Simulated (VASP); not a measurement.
A run of VASP 6.6.1 is set up as follows.

File INCAR:

```
PREC     = Accurate       # precision mode
ENCUT    = 600            # plane-wave cutoff, eV
EDIFF    = 1E-7           # SCF threshold, eV
ISMEAR   = 0              # smearing method
SIGMA    = 0.1            # smearing width, eV
LREAL    = F              # projectors in reciprocal space
LASPH    = T              # aspherical terms in the spheres
NELM     = 120            # most SCF steps
ALGO     = Normal         # electronic algorithm
ISIF     = 3              # what is computed and relaxed
LWAVE    = F              # write WAVECAR
LCHARG   = F              # write CHGCAR
GGA      = PE             # functional
IBRION   = 2              # ionic algorithm
NSW      = 100            # ionic steps
EDIFFG   = -0.05          # ionic threshold
GGA_COMPAT= F            
NELMIN   = 4
```

The input KPOINTS:

```
regular mesh
0
Gamma
  6 4 4
```

File POSCAR:

```
W2O3F3
1.0
   -3.7163044300      0.0000000000      0.0000000000
    0.0000000000      3.7163044300      3.7163044300
    0.0000000000      3.7163044300     -3.7163044300
W F O
2 3 3
Direct
    0.0000000000      0.0000000000      0.0000000000
    0.0000000000      0.5000000000      0.5000000000
    0.0000000000      0.2500000000      0.7500000000
    0.0000000000      0.2500000000      0.2500000000
    0.5000000000      0.0000000000      0.0000000000
    0.0000000000      0.7500000000      0.2500000000
    0.0000000000      0.7500000000      0.7500000000
    0.5000000000      0.5000000000      0.5000000000
```

Potentials or basis: VASP PAW PBE potentials, release 64 (W_sv, F, O).

Launch:

```console
$ cat potpaw_PBE.64/W_sv/POTCAR potpaw_PBE.64/F/POTCAR potpaw_PBE.64/O/POTCAR > POTCAR
$ mpirun -np 1 vasp_std > vasp.out
```

(1) What does it give for the space group after relaxing (to 0.1 Å)?

(2) Estimate the band gap on the k mesh.

(3) Estimate the relaxed volume.

(4) What does it give for the relaxed cell?

Answers

(1) Pmm2 (No. 25).

(2) zero (an odd number of electrons rules out a gap without spin polarisation).

(3) 15.28 Å³/atom.

(4) a = 3.910 Å, b = 5.608 Å, c = 5.574 Å, α = 90.00°, β = 90.00°, γ = 90.00°.

Caveat: the volume moved by over 15 % at a fixed basis, so the end points are rough; spin-orbit coupling is left out, which moves the levels of the heavy elements; an odd number of electrons without spin polarisation forces a metal; a magnetic or distorted state may lie lower.
